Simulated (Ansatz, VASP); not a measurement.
# MoS2 in VASP and in Ansatz

```
Mo S
1.0
     3.14972    0.00000    0.00000
    -1.57486    2.72774    0.00000
     0.00000    0.00000    6.64754
Mo S
1 2
Cartesian
  0.0000 0.0000 0.0000
  0.0000 1.8185 1.5666
  0.0000 1.8185 5.0809
```

Alike in both runs: task single point; functional PBE; dispersion D3(BJ); k mesh 12 × 12 × 4; occupations gaussian, width 0.05 eV; no spin polarisation.

|  | VASP | Ansatz |
| --- | --- | --- |
| version | VASP 6.6.1 | Ansatz 0.2.0 |
| potentials or method | VASP PAW PBE potentials, release 64 (Mo_sv, S), cutoff 520 eV | scalar-relativistic, plane waves, PAW |
| valence electrons in the cell | 26 | 26 |

|  | VASP | Ansatz | Ansatz less VASP |
| --- | --- | --- | --- |
| gap on the k mesh at the Fermi level (eV) | 1.22 | 1.21 | -0.011 |
| least direct gap on the mesh (eV) | 1.76 | 1.76 | -0.004 |
| pressure (GPa) | -0.1 | 0.0 | +0.13 |
| rms of the force components (eV/Å) | 0.005 | 0.001 | -0.0047 |

Atom by atom the forces differ by 0.006 eV/Å (rms over components).
